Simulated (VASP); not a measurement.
A run of VASP 6.6.1:

The input POSCAR:

```
CuO
1.0
    1.9909680000     -2.1535500000      0.0000000000
    1.9909680000      2.1535500000      0.0000000000
    0.0000000000      0.0000000000      5.1559280000
Cu O
2 2
Direct
    0.0000000000      0.5000000000      0.0000000000
    0.5000000000      0.0000000000      0.5000000000
    0.5000000000      0.5000000000      0.2500000000
    0.5000000000      0.5000000000      0.7500000000
```

INCAR.step1

```
SYSTEM = CuO
ALGO = Normal ; EDIFF = 1E-4
ENCUT = 520 ; GGA = PE
ISMEAR = 0 ; ISPIN = 2
LASPH = .TRUE. ; LCHARG = .FALSE.
LMAXMIX = 4 ; LREAL = .FALSE.
LWAVE = .TRUE. ; MAGMOM = 0.69 0.69 0.36 0.36
NBANDS = 29 ; NELM = 150
PREC = Accurate ; SIGMA = 0.1
```

File INCAR.step2:

```
SYSTEM = CuO
ALGO = Normal ; EDIFF = 1E-6
ENCUT = 520 ; ISIF = 2
ISMEAR = 0 ; ISPIN = 2
ISTART = 1 ; LASPH = .TRUE.
LCHARG = .FALSE. ; LMAXMIX = 4
LMIXTAU = .TRUE. ; LORBIT = 11
LREAL = .FALSE. ; LWAVE = .FALSE.
MAGMOM = 0.69 0.69 0.36 0.36 ; METAGGA = R2SCAN
NBANDS = 29 ; NELM = 150
PREC = Accurate ; SIGMA = 0.1
```

KPOINTS

```
k-points
0
G
  6 6 4
  0 0 0
```

Potentials or basis: VASP PAW PBE potentials, release 64 (Cu, O).

The run is started by

```console
$ cat potpaw_PBE.64/Cu/POTCAR potpaw_PBE.64/O/POTCAR > POTCAR
$ cp INCAR.step1 INCAR
$ mpirun -np 1 vasp_std > vasp.out
$ cp INCAR.step2 INCAR
$ mpirun -np 1 vasp_std > vasp.out
```

Hardware: 1 thread of Intel(R) Xeon(R) 6975P-C (Granite Rapids), with other jobs on the host.

Q: Estimate the wall time of this run.

A: Run time: 110 s on 1 thread of Intel(R) Xeon(R) 6975P-C (Granite Rapids), with other jobs on the host, peak memory 0.23 GiB. Counts: k points 39.
